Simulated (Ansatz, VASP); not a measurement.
## Two plane-wave programs on Mo

The input INCAR:

```
SYSTEM = Mo
ALGO = Fast
EDIFF = 1E-6
ENCUT = 520
GGA = CA
ISIF = 2
ISMEAR = 0
LASPH = .True.
LCHARG = .True.
LELF = .True.
LREAL = .False.
LVHAR = .True.
LWAVE = .False.
NBANDS = 13
NELM = 100
PREC = Accurate
SIGMA = 0.15
```

KPOINTS

```
k-points
0
Gamma
  24 24 24
  0 0 0
```

POSCAR

```
Mo
1.0
   -1.4783676014      1.4783676014      1.7740411216
    1.4783676014     -1.4783676014      1.7740411216
    1.4783676014      1.4783676014     -1.7740411216
Mo
1
Direct
    0.0000000000      0.0000000000      0.0000000000
```

Input for Ansatz:

```yaml
crystal:
  lattice:
    - [-1.4783676014, 1.4783676014, 1.7740411216]
    - [1.4783676014, -1.4783676014, 1.7740411216]
    - [1.4783676014, 1.4783676014, -1.7740411216]
  atoms:
    - { symbol: Mo, position: [0.0, 0.0, 0.0] }
basis:
  ecutwfc: 420
kpoints:
  mp_grid: { grid: [24, 24, 24] }
hamiltonian:
  xc: lda
scf:
  occupations: { method: gaussian, width: 0.15 }
output:
  forces: true
  stress: true
  eigenvalues: true
```

Alike in both runs: task single point; functional LDA; k mesh 24 × 24 × 24; occupations gaussian, width 0.15 eV; no spin polarisation.

```csv
,VASP,Ansatz
version,VASP 6.6.1,Ansatz 0.2.0
potentials or method,"VASP PAW LDA potentials, release 64 (Mo_sv), cutoff 520 eV","scalar-relativistic, plane waves, PAW"
valence electrons in the cell,14,14
```

```csv
,VASP,Ansatz,Ansatz less VASP
gap on the k mesh at the Fermi level (eV),none,none,-
pressure (GPa),-3.9,-5.0,-1.05
"traceless stress, the component that is largest in VASP (GPa)",-19.58,-19.60,-0.019
```

LDA's correlation is that of Perdew and Zunger in VASP and of Perdew and Wang (1992) in Ansatz. A gap of «none» marks a metal or a gap that the smearing closes.
